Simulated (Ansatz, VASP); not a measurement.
## Two plane-wave programs on Sr

File INCAR:

```
PREC = Accurate
ENCUT = 500
EDIFF = 1E-6
ISMEAR = -1
SIGMA = 0.03
LREAL = False
LASPH = True
NELM = 120
ALGO = Normal
ISIF = 2
LWAVE = False
LCHARG = True
LELF = True
LVHAR = True
NBANDS = 11
GGA_COMPAT = False
```

The input KPOINTS:

```
Automatic mesh
0
Gamma
  9 9 9
```

POSCAR

```
Sr
1.0
    0.0000000000      2.9028949114      2.9028949114
    2.9028949114      0.0000000000      2.9028949114
    2.9028949114      2.9028949114      0.0000000000
Sr
1
Direct
    0.0000000000      0.0000000000      0.0000000000
```

Input for Ansatz:

```yaml
crystal:
  lattice:
    - [0.0, 2.9028949114, 2.9028949114]
    - [2.9028949114, 0.0, 2.9028949114]
    - [2.9028949114, 2.9028949114, 0.0]
  atoms:
    - { symbol: Sr, position: [0.0, 0.0, 0.0] }
hamiltonian:
  xc: lda
  pseudopotentials:
    kind: paw
    azcp:
      Sr: "pseudopotentials/Sr.paw.azcp"
basis:
  ecutwfc: 420
  fft_grid_basis: typed
kpoints:
  mp_grid: { grid: [9, 9, 9], shift: [0, 0, 0] }
magnetization:
  spin_polarized: false
scf:
  occupations: { method: fermi_dirac, width: 0.03 }
  lower_state_search: "off"
output:
  stress: true
```

Alike in both runs: task single point; functional LDA; k mesh 9 × 9 × 9; occupations fermi-dirac, width 0.03 eV; no spin polarisation.

|  | VASP | Ansatz |
| --- | --- | --- |
| version | VASP 6.6.1 | Ansatz 0.2.0 |
| potentials or method | VASP PAW LDA potentials, release 64 (Sr_sv), cutoff 500 eV | plane waves (420 eV) with PAW, scalar-relativistic |
| valence electrons in the cell | 10 | 10 |

|  | VASP | Ansatz | Ansatz less VASP |
| --- | --- | --- | --- |
| pressure (GPa) | 0.0 | 0.0 | 0.00 |

Ansatz warns that its potentials were made for another functional, while VASP's fit it. LDA's correlation is that of Perdew and Zunger in VASP and of Perdew and Wang (1992) in Ansatz.
